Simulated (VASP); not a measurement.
Input of a VASP 6.6.1 run:

The input POSCAR:

```
LiCl
1.0
    0.0000000000      2.5176964340      2.5176964340
    2.5176964340      0.0000000000      2.5176964340
    2.5176964340      2.5176964340      0.0000000000
Li Cl
1 1
Direct
    0.0000000000      0.0000000000      0.0000000000
    0.5000000000      0.5000000000      0.5000000000
```

Contents of INCAR.step1:

```
ALGO = Normal
EDIFF = 1E-5
ENCUT = 520
GGA = PE
ISIF = 2
ISMEAR = 0
LASPH = T
LCHARG = F
LREAL = F
LWAVE = T
NBANDS = 12
NELM = 80
PREC = Accurate
SIGMA = 0.01
```

INCAR.step2

```
ALGO = Normal
EDIFF = 1E-6
ENCUT = 520
GGA = PE
HFSCREEN = 0.2079
ISIF = 2
ISMEAR = 0
ISTART = 1
LASPH = T
LCHARG = F
LHFCALC = T
LREAL = F
LWAVE = F
NBANDS = 12
NELM = 80
PREC = Accurate
PRECFOCK = Normal
SIGMA = 0.01
```

Contents of KPOINTS:

```
k-points
0
Gamma
  6 6 6
```

Potentials or basis: VASP PAW PBE potentials, release 64 (Li_sv, Cl).

Command:

```console
$ cat potpaw_PBE.64/Li_sv/POTCAR potpaw_PBE.64/Cl/POTCAR > POTCAR
$ cp INCAR.step1 INCAR
$ mpirun -np 1 vasp_std > vasp.out
$ cp INCAR.step2 INCAR
$ mpirun -np 1 vasp_std > vasp.out
```

Task: What does it give for the band gap on the k mesh?

Result: 8.08 eV, direct.

Caveat: the cell differs from its parent crystal (strain -1.5%). A k mesh can miss the band edges.
